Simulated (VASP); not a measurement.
Input of a VASP 6.6.1 run:

The input INCAR:

```
SYSTEM = NaCl
PREC = Accurate
ENCUT = 520
EDIFF = 1E-8
ISMEAR = -1
SIGMA = 0.03
LREAL = .False.
LASPH = .True.
NELM = 80
ALGO = Normal
ISIF = 2
LWAVE = .False.
LCHARG = .False.
GGA = PS
LEFG = .True.
NBANDS = 14
```

File KPOINTS:

```
regular mesh
0
Gamma
  9 9 9
  0 0 0
```

The input POSCAR:

```
NaCl
1.0
    2.8213466130      0.0000000000      0.0000000000
    0.0000000000      2.8213466130      0.0000000000
    0.0000000000      0.0000000000      2.8213466130
Na Cl
1 1
Direct
    0.0000000000      0.0000000000      0.0000000000
    0.5000000000      0.5000000000      0.5000000000
```

Potentials or basis: VASP PAW PBE potentials, release 64 (Na_pv, Cl).

Command:

```console
$ cat potpaw_PBE.64/Na_pv/POTCAR potpaw_PBE.64/Cl/POTCAR > POTCAR
$ mpirun -np 1 vasp_std > vasp.out
```

What does it give for the pressure?

70.8 GPa.

Estimate the band gap on the k mesh.

4.40 eV, direct.

Caveat: without QUAD_EFG the Cq values of the log hold for a quadrupole moment of 1 mb, not for the nuclei; the PAW data sets were made with another functional, which shifts forces and pressure a little. A k mesh can miss the band edges.
